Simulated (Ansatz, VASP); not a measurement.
# Mn: VASP beside Ansatz

```
CELL_PARAMETERS angstrom
2.61432 0.00000 0.00000
0.00000 2.61432 0.00000
0.00000 0.00000 23.80000
ATOMIC_POSITIONS crystal
Mn 0.00000 0.00000 0.29412
```

Alike in both runs: task single point; functional PBE; k mesh 22 × 22 × 1; occupations gaussian, width 0.1 eV; collinear spin.

|  | VASP | Ansatz |
| --- | --- | --- |
| version | VASP 6.6.1 | Ansatz 0.2.0 |
| potentials or method | VASP PAW PBE potentials, release 64 (Mn_pv), cutoff 520 eV | scalar-relativistic, plane waves, PAW |
| valence electrons in the cell | 13 | 15 |

```tsv
	VASP	Ansatz	Ansatz less VASP
gap on the k mesh at the Fermi level (eV)	none	none	-
net moment per atom (μB)	4.34	4.34	+0.004
size of the moment on the site where the two differ most (μB)	3.91	3.87	-0.037
```

Site moments also hang on the region over which each program counts them. A gap of «none» marks a metal or a gap that the smearing closes. VASP's potentials hold 13 valence electrons a cell and Ansatz's 15, so a difference there can come from the potentials and not from the codes. Ansatz's warnings: stability check not made.
